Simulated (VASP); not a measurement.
Here is a VASP 6.6.1 calculation.

The input INCAR:

```
SYSTEM = Al6Co5Ni
PREC     = Accurate       ! precision mode
ENCUT    = 520            ! plane-wave cutoff, eV
EDIFF    = 1E-6           ! SCF threshold, eV
ISMEAR   = 0              ! smearing method
SIGMA    = 0.1            ! smearing width, eV
LREAL    = .FALSE.        ! projectors in reciprocal space
LASPH    = .TRUE.         ! aspherical terms in the spheres
NELM     = 150            ! most SCF steps
ALGO     = Normal         ! electronic algorithm
ISIF     = 2              ! what is computed and relaxed
LWAVE    = .FALSE.        ! write WAVECAR
LCHARG   = .FALSE.        ! write CHGCAR
ISPIN    = 2              ! spin polarisation
MAGMOM   = 0 0 0 0 0 0 0 0 0 0.4 0.4 0.13 ! initial moments
LORBIT   = 11             ! projections on sites
LMAXMIX  = 4              ! l up to which the mixer works
GGA      = PE             ! functional
NBANDS   = 52             ! bands
```

The input KPOINTS:

```
regular mesh
0
G
  6 6 1
  0 0 0
```

POSCAR

```
Al6Co5Ni
1.0
    2.8556559000      0.0000000000      0.0000000000
    0.0000000000      2.8556559000      0.0000000000
    0.0000000000      0.0000000000     17.2179384000
Al Co Ni
6 5 1
Direct
    0.0000000000      0.0000000000      0.9145990000
    0.0000000000      0.0000000000      0.0854010000
    0.0000000000      0.0000000000      0.2508000000
    0.0000000000      0.0000000000      0.4170670000
    0.0000000000      0.0000000000      0.5829330000
    0.0000000000      0.0000000000      0.7492000000
    0.5000000000      0.5000000000      0.3343810000
    0.5000000000      0.5000000000      0.5000000000
    0.5000000000      0.5000000000      0.6656190000
    0.5000000000      0.5000000000      0.1677620000
    0.5000000000      0.5000000000      0.8322380000
    0.5000000000      0.5000000000      0.0000000000
```

Potentials or basis: VASP PAW PBE potentials, release 64 (Al, Co, Ni).

Launch:

```console
$ cat potpaw_PBE.64/Al/POTCAR potpaw_PBE.64/Co/POTCAR potpaw_PBE.64/Ni/POTCAR > POTCAR
$ mpirun -np 1 vasp_std > vasp.out
```

(1) Predict the pressure.

(2) Predict the site moments.

Results:

(1) 0.1 GPa.

(2) Al +0.00, -0.00 (each value once); Co +0.04, +0.01, -0.02 (each value once); Ni +0.00 μB.

Caveat: the k points lie up to 0.37 Å⁻¹ apart.
